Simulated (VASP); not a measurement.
The system is HfB2.

```xyz
3
Lattice="3.1645 0.0000 0.0000 -1.5822 2.7405 0.0000 0.0000 0.0000 3.4264" Properties=species:S:1:pos:R:3 pbc="T T T"
Hf    0.0000    0.0000    0.0000
B     0.0000    1.8270    1.7132
B     1.5822    0.9135    1.7132
```

* Program: VASP 6.6.1
* Task: relaxation of cell and atoms
* Functional: PBE
* Potentials or basis: VASP PAW PBE potentials, release 64 (Hf_pv, B)
* Cutoff: 600 eV
* k mesh: 15 × 15 × 12
* Occupations: gaussian, width 0.1 eV
* Spin: no spin polarisation

At the start: pressure 0.6 GPa; volume 9.90 Å³/atom.

**Question.** How do energy, volume and symmetry change on relaxing?

**Answer.** Over 8 steps the energy falls by 4.4 meV/atom and the volume is 9.94 Å³/atom (+0.4 %); space group P6/mmm (No. 191, to 0.05 Å).

Step by step:
```tsv
step	energy change (eV)	largest force (eV/Å)	pressure (GPa)	volume (Å³)
1	0.0000	0.0000	0.58	29.71
2	-0.0131	0.0000	-0.27	29.86
3	-0.0132	0.0000	-0.24	29.86
4	-0.0132	0.0000	-0.26	29.86
5	-0.0131	0.0000	0.30	29.80
6	-0.0132	0.0000	-0.01	29.83
7	-0.0132	0.0000	-0.02	29.83
8	-0.0132	0.0000	-0.01	29.83
```

Final structure:
```yaml
crystal:
  lattice:
    - [3.14283, 0.00000, 0.00000]
    - [-1.57141, 2.72177, 0.00000]
    - [0.00000, 0.00000, 3.48728]
  atoms:
    - { symbol: Hf, position: [0.00000, 0.00000, 0.00000] }
    - { symbol: B, position: [0.33333, 0.66667, 0.50000] }
    - { symbol: B, position: [0.66667, 0.33333, 0.50000] }
```
